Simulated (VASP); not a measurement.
Crystal: B2SbI3.

```
B Sb I
1.0
     4.37153    0.00000    0.00000
     0.00000    4.37153    0.00000
     0.00000    0.00000    9.63090
B Sb I
2 1 3
Direct
  0.00000 0.50000 0.73150
  0.50000 0.00000 0.26850
  0.00000 0.00000 0.00000
  0.00000 0.50000 0.38350
  0.50000 0.00000 0.61650
  0.50000 0.50000 0.00000
```

The cell was generated, and may not be a known phase.

| Item | Value |
| --- | --- |
| Program | VASP 6.6.1 |
| Task | relaxation of cell and atoms |
| Functional | PBE |
| Potentials or basis | VASP PAW PBE potentials, release 64 (B, Sb, I) |
| Cutoff | 600 eV |
| k mesh | 4 × 4 × 2 |
| Occupations | gaussian, width 0.1 eV |
| Spin | no spin polarisation |

At the start: pressure -2.7 GPa; volume 30.67 Å³/atom.

**Question.** Where does the relaxation end?

**Answer.** Over 43 steps the energy falls by 238.0 meV/atom and the volume is 31.37 Å³/atom (+2.3 %); space group P-4m2 (No. 115, to 0.1 Å) before and after.

The path:
| step | energy change (eV) | largest force (eV/Å) | pressure (GPa) | volume (Å³) |
| --- | --- | --- | --- | --- |
| 1 | 0.0000 | 0.5157 | -2.68 | 184.05 |
| 3 | -0.3241 | 0.5050 | 0.77 | 159.25 |
| 5 | -0.6542 | 0.5717 | 0.92 | 153.16 |
| 7 | -0.8184 | 0.4471 | -0.91 | 165.07 |
| 9 | -0.8312 | 0.3761 | -1.05 | 169.06 |
| 11 | -0.8613 | 0.0745 | -0.07 | 166.29 |
| 13 | -0.8668 | 0.0454 | -0.09 | 165.90 |
| 15 | -0.8734 | 0.2806 | 0.17 | 162.38 |
| 17 | -0.8858 | 0.1872 | -0.05 | 163.44 |
| 19 | -0.8927 | 0.3357 | 1.14 | 158.19 |
| 21 | -0.9003 | 0.2949 | 0.78 | 159.63 |
| 23 | -0.9048 | 0.3287 | 0.85 | 159.36 |
| 25 | -0.9054 | 0.3477 | 0.88 | 159.24 |
| 27 | -0.9231 | 0.3789 | 0.53 | 160.81 |
| 29 | -0.9589 | 0.4983 | -0.83 | 167.97 |
| 31 | -1.0111 | 0.4688 | -0.74 | 168.30 |
| 33 | -1.1967 | 0.3149 | -0.30 | 169.77 |
| 35 | -1.2625 | 0.2921 | 0.23 | 170.84 |
| 37 | -1.3553 | 0.2724 | 0.57 | 175.79 |
| 39 | -1.3939 | 0.3607 | -0.50 | 186.50 |
| 41 | -1.4244 | 0.0765 | 0.03 | 187.43 |
| 43 | -1.4280 | 0.0112 | 0.05 | 188.22 |

Final structure:
```cif
data_structure
_symmetry_space_group_name_H-M 'P 1'
_symmetry_Int_Tables_number 1
_cell_length_a 4.2776
_cell_length_b 4.2776
_cell_length_c 10.2864
_cell_angle_alpha 90.000
_cell_angle_beta 90.000
_cell_angle_gamma 90.000
_cell_volume 188.22
loop_
_atom_site_label
_atom_site_type_symbol
_atom_site_fract_x
_atom_site_fract_y
_atom_site_fract_z
_atom_site_occupancy
B1 B 0.00000 0.50000 0.59792 1
B2 B 0.50000 0.00000 0.40208 1
Sb1 Sb 0.00000 0.00000 0.00000 1
I1 I 0.00000 0.50000 0.37086 1
I2 I 0.50000 0.00000 0.62914 1
I3 I 0.50000 0.50000 0.00000 1
```

Caveat: this functional lacks dispersion, which binds layers or chains, so the pressure and a relaxed spacing across them are unreliable.
